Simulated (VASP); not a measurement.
# KTaSe2 (I4/mmm) in VASP: further runs

The runs below take KTaSe2 through single point, relaxation of cell and atoms, with PBE.

All numbers are computed with VASP 6.6.1; they aren't measurements. Logs are shortened: lines on timing, memory, paths and dates and some standing lists are left out, and cuts for length are marked.

**1. The cell of the first run**

Symmetry: I4/mmm, No. 139, tetragonal system. The conventional cell has a = 6.294 Å, b = 6.294 Å, c = 6.316 Å, α = 90.00°, β = 90.00°, γ = 90.00°. Within 4.1 Å of K (site symmetry 4/mmm) lie 4 Se at 3.15 Å and 2 Ta at 3.16 Å. Ta (site symmetry 4/mmm) has 4 Se at 3.15 Å and 2 K at 3.16 Å within 4.1 Å. Se (site symmetry mmm) has 2 K at 3.15 Å and 2 Ta at 3.15 Å and 2 Se at 3.16 Å within 4.1 Å.

The cell was generated, and may not be a known phase.

**2. Single point, PBE**

The input, INCAR:

```
SYSTEM = KTaSe2
PREC = Accurate
ENCUT = 520
EDIFF = 1E-7
ISMEAR = 0
SIGMA = 0.1
LREAL = .FALSE.
LASPH = .TRUE.
NELM = 60
ALGO = Normal
ISIF = 2
LWAVE = .FALSE.
LCHARG = .FALSE.
GGA = PE
NBANDS = 24
```

The input, KPOINTS:

```
regular mesh
0
G
  4 4 4
  0 0 0
```

The input, POSCAR:

```
KTaSe2
1.0
   -3.1470552500      3.1470552500      3.1579357100
    3.1470552500     -3.1470552500      3.1579357100
    3.1470552500      3.1470552500     -3.1579357100
K Ta Se
1 1 2
Direct
    0.0000000000      0.0000000000      0.0000000000
    0.5000000000      0.5000000000      0.0000000000
    0.5000000000      0.0000000000      0.5000000000
    0.0000000000      0.5000000000      0.5000000000
```

Potentials or basis: VASP PAW PBE potentials, release 64 (K_sv, Ta_pv, Se).

On the command line:

```console
$ cat potpaw_PBE.64/K_sv/POTCAR potpaw_PBE.64/Ta_pv/POTCAR potpaw_PBE.64/Se/POTCAR > POTCAR
$ mpirun -np 1 vasp_std > vasp.out
```

OUTCAR:

```text
SYSTEM = KTaSe2
   PREC = Accurate
   ENCUT = 520
   EDIFF = 1E-7
   ISMEAR = 0
   LREAL = .FALSE.
   LASPH = .TRUE.
   NELM = 60
   ISIF = 2
   GGA = PE

 ion  position               nearest neighbor table
   1  0.000  0.000  0.000-   3 3.15   4 3.15   4 3.15   3 3.15   2 3.16   2 3.16
   2  0.500  0.500  0.000-   3 3.15   4 3.15   3 3.15   4 3.15   1 3.16   1 3.16
   3  0.500  0.000  0.500-   1 3.15   2 3.15   2 3.15   1 3.15
   4  0.000  0.500  0.500-   1 3.15   2 3.15   1 3.15   2 3.15

  LATTYP: Found a body centered tetragonal cell.
 ALAT       =     6.2941105000
 C/A-ratio  =     1.0034573464

  Lattice vectors:

 A1 = (  -3.1470552500,   3.1470552500,   3.1579357100)
 A2 = (   3.1470552500,  -3.1470552500,   3.1579357100)
 A3 = (   3.1470552500,   3.1470552500,  -3.1579357100)

Analysis of symmetry for initial positions (statically):
=====================================================================
 Subroutine PRICEL returns:
 Original cell was already a primitive cell.

 Routine SETGRP: Setting up the symmetry group for a
 body centered tetragonal supercell.

 Subroutine GETGRP returns: Found 16 space group operations
 (whereof 16 operations were pure point group operations)
 out of a pool of 16 trial point group operations.

The static configuration has the point symmetry D_4h.

Analysis of symmetry for dynamics (positions and initial velocities):
=====================================================================
 Subroutine PRICEL returns:
 Original cell was already a primitive cell.

 Routine SETGRP: Setting up the symmetry group for a
 body centered tetragonal supercell.

 Subroutine GETGRP returns: Found 16 space group operations
 (whereof 16 operations were pure point group operations)
 out of a pool of 16 trial point group operations.

The dynamic configuration has the point symmetry D_4h.

 Subroutine INISYM returns: Found 16 space group operations
 (whereof 16 operations are pure point group operations),
 and found     1 'primitive' translations

----------------------------------------------------------------------------------------

                                     Primitive cell

  volume of cell :     125.1042

  direct lattice vectors                    reciprocal lattice vectors
    -3.147055250  3.147055250  3.157935710     0.000000000  0.158878685  0.158331279
     3.147055250 -3.147055250  3.157935710     0.158878685  0.000000000  0.158331279
     3.147055250  3.147055250 -3.157935710     0.158878685  0.158878685  0.000000000

  length of vectors
     5.457148655  5.457148655  5.457148655     0.224301651  0.224301651  0.224688391

  position of ions in fractional coordinates (direct lattice)
     0.000000000  0.000000000  0.000000000
     0.500000000  0.500000000  0.000000000
     0.500000000  0.000000000  0.500000000
     0.000000000  0.500000000  0.500000000

  ion indices of the primitive-cell ions
   primitive index   ion index
                 1           1
                 2           2
                 3           3
                 4           4

----------------------------------------------------------------------------------------

 KPOINTS: regular mesh

Automatic generation of k-mesh.
 Grid dimensions read from file:
 generate k-points for:    4    4    4

 Generating k-lattice:

  Cartesian coordinates                     Fractional coordinates (reciprocal lattice)
     0.000000000  0.039719671  0.039582820     0.250000000  0.000000000  0.000000000
     0.039719671  0.000000000  0.039582820     0.000000000  0.250000000  0.000000000
     0.039719671  0.039719671  0.000000000     0.000000000  0.000000000  0.250000000

  Length of vectors
     0.056075413  0.056075413  0.056172098

  Shift w.r.t. Gamma in fractional coordinates (k-lattice)
     0.000000000  0.000000000  0.000000000

 Subroutine IBZKPT returns following result:
 ===========================================

 Found     13 irreducible k-points:

 Following reciprocal coordinates:
            Coordinates               Weight
  0.000000  0.000000  0.000000      1.000000
  0.250000 -0.000000  0.000000      8.000000
  0.500000 -0.000000  0.000000      4.000000
  0.250000  0.250000  0.000000      8.000000
  0.500000  0.250000  0.000000     16.000000
 -0.250000  0.250000  0.000000      4.000000
  0.500000  0.500000  0.000000      2.000000
  0.250000  0.250000  0.250000      2.000000
 -0.250000  0.250000  0.250000      4.000000
  0.500000  0.500000  0.250000      4.000000
 -0.250000  0.500000  0.250000      8.000000
 -0.250000 -0.250000  0.250000      2.000000
  0.500000  0.500000  0.500000      1.000000
   k-points           NKPTS =     13   k-points in BZ     NKDIM =     13   number of bands    NBANDS=     24
   number of dos      NEDOS =    301   number of ions     NIONS =      4
   total plane-waves  NPLWV =  74088
   dimension x,y,z NGX =    42 NGY =   42 NGZ =   42
   dimension x,y,z NGXF=    84 NGYF=   84 NGZF=   84
   ions per type =               1   1   2
   NGX,Y,Z   is equivalent  to a cutoff of  12.79, 12.79, 12.79 a.u.
   NGXF,Y,Z  is equivalent  to a cutoff of  25.59, 25.59, 25.59 a.u.
 SYSTEM =  KTaSe2
   PREC   = accura    normal or accurate (medium, high low for compatibility)
   ISTART =      0    job   : 0-new  1-cont  2-samecut
   ICHARG =      2    charge: 1-file 2-atom 10-const
   ISPIN  =      1    spin polarized calculation?
   LNONCOLLINEAR =      F non collinear calculations
   LSORBIT =      F    spin-orbit coupling
   LASPH  =      T    aspherical Exc in radial PAW
   ENCUT  =  520.0 eV  38.22 Ry    6.18 a.u.  10.15 10.15 10.15*2*pi/ulx,y,z
   NELM   =     60;   NELMIN=  2; NELMDL= -5     # of ELM steps
   EDIFF  = 0.1E-06   stopping-criterion for ELM
   LREAL  =      F    real-space projection
   EDIFFG = 0.1E-05   stopping-criterion for IOM
   NSW    =      0    number of steps for IOM
   IBRION =     -1    ionic relax: 0-MD 1-quasi-New 2-CG
   NFREE  =      0    steps in history (QN), initial steepest desc. (CG)
   ISIF   =      2    stress and relaxation
   ISYM   =      2    0-nonsym 1-usesym 2-fastsym
   POTIM  = 0.5000    time-step for ionic-motion
   TEBEG  =    0.0;   TEEND  =   0.0 temperature during run
   PSTRESS=    0.0 pullay stress
   NELECT =      32.0000    total number of electrons
   NUPDOWN=      -1.0000    fix difference up-down
   EMIN   =  10.00;   EMAX   =-10.00  energy-range for DOS
   EFERMI =   0.00;   METHOD = LEGACY
   ISMEAR =     0;   SIGMA  =   0.10  broadening in eV -4-tet -1-fermi 0-gaus
   EFERMI_NEDOS =   21; number of points for ismear=-14 and -15
   IALGO  =     38    algorithm
   IMIX   =      4    mixing-type and parameters
     AMIX     =   0.40;   BMIX     =  1.00
     AMIX_MAG =   1.60;   BMIX_MAG =  1.00
  volume/ion in A,a.u.               =      31.28       211.06
  Fermi-wavevector in a.u.,A,eV,Ry     =   1.039204  1.963811 14.693544  1.079945
  Thomas-Fermi vector in A             =   2.173724
   LORBIT       =      0    0 simple, 1 ext, 2 COOP (PROOUT), +10 PAW based schemes
   GGA     = PE    functional components
   LHFCALC =     F    Hartree Fock is set to
   AEXX    =    0.0000 exact exchange contribution
   IVDW    =     0    specifies the selected vdW correction
   LEPSILON=     F    determine dielectric tensor
   LRPA    =     F    only Hartree local field effects (RPA)
 non-spin polarized calculation
 Gauss-broadening in eV      SIGMA  =   0.10
  energy-cutoff  :      520.00
  volume of cell :      125.10
 maximum number of plane-waves:      3388
 NGX is ok and might be reduce to    42
   NGX = 21   NGY = 21   NGZ = 21

 number of electron      32.0000000 magnetization

 Free energy of the ion-electron system (eV)
  ---------------------------------------------------
  ext. energy  EPLUGINS =         0.00000000
  ---------------------------------------------------
  free energy    TOTEN  =       -16.12072804 eV

  energy without entropy =      -16.08470443  energy(sigma->0) =      -16.10271624

 E-fermi :   1.7601     XC(G=0):  -8.7095

 val. band max:        1.7573605730   @ k =  -0.2500   0.5000   0.2500
 cond. band min:       1.7680753397   @ k =   0.5000   0.5000   0.0000
 fundamental gap:      0.0107147667
 Fermi energy:         1.7601079352

 k-point     1 :       0.0000    0.0000    0.0000
  band No.  band energies     occupation
      1     -34.3038      2.00000
      2     -34.3038      2.00000
      3     -33.9833      2.00000
      4     -27.8889      2.00000
      5     -11.5818      2.00000
      6     -11.4308      2.00000
[... 16 lines left out ...]
     23       7.0093      0.00000
     24       7.1753      0.00000

 k-point     2 :       0.2500   -0.0000    0.0000
  band No.  band energies     occupation
      1     -34.3039      2.00000
      2     -34.3039      2.00000
      3     -33.9837      2.00000
      4     -27.8871      2.00000
      5     -11.6381      2.00000
      6     -11.5759      2.00000
[... 16 lines left out ...]
     23       6.7630      0.00000
     24       7.4265      0.00000

 k-point     3 :       0.5000   -0.0000    0.0000
  band No.  band energies     occupation
      1     -34.3040      2.00000
      2     -34.3039      2.00000
      3     -33.9840      2.00000
      4     -27.8854      2.00000
      5     -11.6952      2.00000
      6     -11.6126      2.00000
[... 16 lines left out ...]
     23       6.0939      0.00000
     24       6.4634      0.00000
[... 217 lines left out ...]
 k-point    12 :      -0.2500   -0.2500    0.2500
  band No.  band energies     occupation
      1     -34.3039      2.00000
      2     -34.3039      2.00000
      3     -33.9840      2.00000
      4     -27.8855      2.00000
      5     -11.6447      2.00000
      6     -11.4395      2.00000
[... 16 lines left out ...]
     23       7.0334      0.00000
     24       7.0334      0.00000

 k-point    13 :       0.5000    0.5000    0.5000
  band No.  band energies     occupation
      1     -34.3040      2.00000
      2     -34.3040      2.00000
      3     -33.9835      2.00000
      4     -27.8880      2.00000
      5     -11.5961      2.00000
      6     -11.4459      2.00000
[... 16 lines left out ...]
     23       7.6975      0.00000
     24       8.2479      0.00000

------------------------ aborting loop because EDIFF is reached ----------------------------------------

  FORCE on cell =-STRESS in cart. coord.  units (eV):
  Direction    XX          YY          ZZ          XY          YZ          ZX
  --------------------------------------------------------------------------------------
  -------------------------------------------------------------------------------------
  Total       -8.6898981     -8.6898981      2.9639220      0.0000000      0.0000000      0.0000000
  in kB     -111.2892602   -111.2892602     37.9581766      0.0000000      0.0000000      0.0000000
  external PRESSURE =     -61.5401146 kB  Pullay stress =       0.0000000 kB

 VOLUME and BASIS-vectors are now :
 -----------------------------------------------------------------------------
  energy-cutoff  :      520.00
  volume of cell :      125.10
      direct lattice vectors                 reciprocal lattice vectors
    -3.147055250  3.147055250  3.157935710     0.000000000  0.158878685  0.158331279
     3.147055250 -3.147055250  3.157935710     0.158878685  0.000000000  0.158331279
     3.147055250  3.147055250 -3.157935710     0.158878685  0.158878685  0.000000000

 POSITION                                       TOTAL-FORCE (eV/Angst)
 -----------------------------------------------------------------------------------
      0.00000      0.00000      0.00000         0.000000     -0.000000      0.000000
      0.00000      0.00000      3.15794        -0.000000      0.000000      0.000000
      0.00000      3.14706      0.00000         0.000000     -0.000000     -0.000000
      3.14706      0.00000      0.00000         0.000000     -0.000000     -0.000000
 -----------------------------------------------------------------------------------
    total drift:                               -0.000000      0.000000     -0.000000

  FREE ENERGIE OF THE ION-ELECTRON SYSTEM (eV)
  ---------------------------------------------------
  free  energy   TOTEN  =       -16.1207280420 eV

  energy  without entropy=      -16.0847044343  energy(sigma->0) =      -16.10271624
```

It took 24 s on 1 thread of AMD EPYC 9R45 (Zen 5), shared host; peak memory 0.24 GiB.

Results:

```yaml
Free_energy: -16.1207 eV
Pressure: -6.2 GPa
Band_gap_on_the_k_mesh: zero (bands 16 and 17 overlap by 0.63 eV)
```

Stress tensor (GPa, compression positive):
```
-11.13   0.00   0.00
  0.00 -11.13   0.00
  0.00   0.00   3.80
```

Levels at points of the mesh, in eV from the Fermi level:
```csv
k point,band 14,band 15,band 16,band 17,band 18,band 19
"(0.00, 0.00, 0.00)",-1.50,-1.50,-0.52,-0.46,-0.46,0.09
"(0.50, 0.00, 0.00)",-1.94,-1.71,-0.19,0.12,0.36,0.49
"(0.50, 0.50, 0.00)",-1.42,-0.47,0.01,0.36,0.73,1.58
"(0.50, 0.50, 0.50)",-0.95,-0.95,-0.03,0.04,0.04,0.16
```

Caveat: the stress differs along the axes, from -11 to 4 GPa; spin-orbit coupling is left out, which moves the levels of the heavy elements.

(Part 1 of 3 ends here.)

The gap in the log of VASP goes by the Fermi energy; the results here count the filled bands.